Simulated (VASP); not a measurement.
Runs of VASP 6.6.1 on W. The structure is that of space group Im-3m (No. 229), or close to it. The cells are those of the table. 

| task | cell | k mesh | cutoff (eV) | gap on the mesh (eV) | pressure (GPa) | relaxed volume (Å³/atom) |
| --- | --- | --- | --- | --- | --- | --- |
| single point | a = 2.835 Å, angles 109.5°, 1 atom | 8 × 8 × 8 | 500 | none | (b) | - |
| single point | a = 2.759 Å, angles 109.5°, 1 atom | 8 × 8 × 8 | 500 | none | 0.2 | - |
| single point | a = 2.757 Å, angles 109.5°, 1 atom | 18 × 18 × 18 | 520 | none | 0.5 | - |
| relaxation of cell and atoms | relaxed from a = 2.759 Å, angles 109.5°, 1 atom | 18 × 18 × 18 | 600 | none | 0.0 | 16.16 |
| relaxation of cell and atoms | relaxed from a = 2.835 Å, angles 109.5°, 1 atom | 8 × 8 × 8 | 500 | none | 0.0 | (a) |

Alike in all rows: level PBE; potentials or basis VASP PAW PBE potentials, release 64 (W_sv); no spin polarisation; smearing gaussian 0.1 eV.

Question: Fill in the values left out.

Answer: (a) 16.18; (b) -20.8.

Caveats: spin-orbit coupling is left out, which moves the levels of the heavy elements.

A k mesh can miss the band edges, and the runs leave out spin-orbit coupling on W.

A gap of «none» marks levels without a gap at the run's occupations.
